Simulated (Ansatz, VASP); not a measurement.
# Bi2Se3: VASP beside Ansatz

```
CELL_PARAMETERS angstrom
7.45233 0.00000 0.00000
-3.72617 6.45391 0.00000
0.00000 0.00000 3.24568
ATOMIC_POSITIONS crystal
Bi 0.33333 0.66667 0.50000
Bi 0.66667 0.33333 0.50000
Se 0.24723 0.00000 0.50000
Se 0.00000 0.24723 0.50000
Se 0.75277 0.75277 0.50000
```

Alike in both runs: functional PBE; k mesh 3 × 3 × 6; occupations gaussian, width 0.1 eV; no spin polarisation.

Ansatz relaxed the structure, and its values are those at the end. VASP's run is a single point on that final structure, the one shown.

```csv
,VASP,Ansatz
version,VASP 6.6.1,Ansatz 0.2.0
potentials or method,"VASP PAW PBE potentials, release 64 (Bi_d, Se), cutoff 520 eV","scalar-relativistic, plane waves, PAW"
valence electrons in the cell,48,78
```

VASP gave:

- gap on the k mesh at the Fermi level (eV): none
- pressure (GPa): 0.0
- rms of the force components (eV/Å): 0.004

Q: Which values does Ansatz return?

A: gap on the k mesh at the Fermi level (eV): none; pressure (GPa): 0.0; rms of the force components (eV/Å): 0.001.

A gap of «none» marks a metal or a gap that the smearing closes. The functional is the same, so the differences come from potentials, cutoffs and numerics. VASP's potentials hold 48 valence electrons a cell and Ansatz's 78, so a difference there can come from the potentials and not from the codes.

Spin-orbit coupling is off throughout.
